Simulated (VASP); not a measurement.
The system is LuAl3N4.

```
Lu Al N
1.0
     3.35000    0.00000    0.00000
    -1.67500    2.90119    0.00000
     0.00000    0.00000   10.40000
Lu Al N
1 3 4
Direct
  0.00000 0.00000 0.86100
  0.33333 0.66667 0.66800
  0.33333 0.66667 0.18750
  0.66667 0.33333 0.42800
  0.33333 0.66667 0.48100
  0.33333 0.66667 0.00000
  0.66667 0.33333 0.24000
  0.66667 0.33333 0.72100
```

- Program: VASP 6.6.1
- Task: relaxation of cell and atoms
- Functional: PBE
- Potentials or basis: VASP PAW PBE potentials, release 64 (Lu, Al, N)
- Cutoff: 600 eV
- k mesh: 4 × 4 × 2
- Occupations: gaussian, width 0.15 eV
- Spin: no spin polarisation

At the start: pressure -12.5 GPa; volume 12.63 Å³/atom.

Task: Where does the relaxation end?

Result: Over 12 steps the energy falls by 337.4 meV/atom and the volume is 11.68 Å³/atom (-7.5 %); space group P3m1 (No. 156, to 0.05 Å).

The path:
| step | energy change (eV) | largest force (eV/Å) | pressure (GPa) | volume (Å³) |
| --- | --- | --- | --- | --- |
| 1 | 0.0000 | 6.4522 | -12.50 | 101.08 |
| 2 | -1.9365 | 4.7386 | 15.09 | 87.32 |
| 3 | -2.1582 | 2.7374 | 6.59 | 90.02 |
| 4 | -2.2472 | 3.1587 | 6.64 | 91.49 |
| 5 | -2.5252 | 1.7938 | 5.55 | 90.80 |
| 6 | -2.6251 | 0.8942 | -4.35 | 95.52 |
| 7 | -2.6454 | 0.7978 | -1.70 | 94.11 |
| 8 | -2.6859 | 0.4708 | -0.85 | 93.79 |
| 9 | -2.6868 | 0.5967 | -0.73 | 93.74 |
| 10 | -2.6982 | 0.1207 | 0.57 | 93.03 |
| 11 | -2.6982 | 0.1218 | 0.61 | 93.08 |
| 12 | -2.6994 | 0.0753 | -0.20 | 93.47 |

Final structure:
```
Lu Al N
1.0
     3.20555    0.00000    0.00000
    -1.60277    2.77609    0.00000
     0.00000    0.00000   10.50372
Lu Al N
1 3 4
Direct
  0.00000 0.00000 0.90208
  0.33333 0.66667 0.65470
  0.33333 0.66667 0.17814
  0.66667 0.33333 0.41680
  0.33333 0.66667 0.47599
  0.33333 0.66667 0.00024
  0.66667 0.33333 0.23777
  0.66667 0.33333 0.72078
```

Caveat: the k points lie up to 0.57 Å⁻¹ apart in the final cell; the relaxation stopped at a loose force limit of 0.08 eV/Å, so its end isn't a converged minimum.
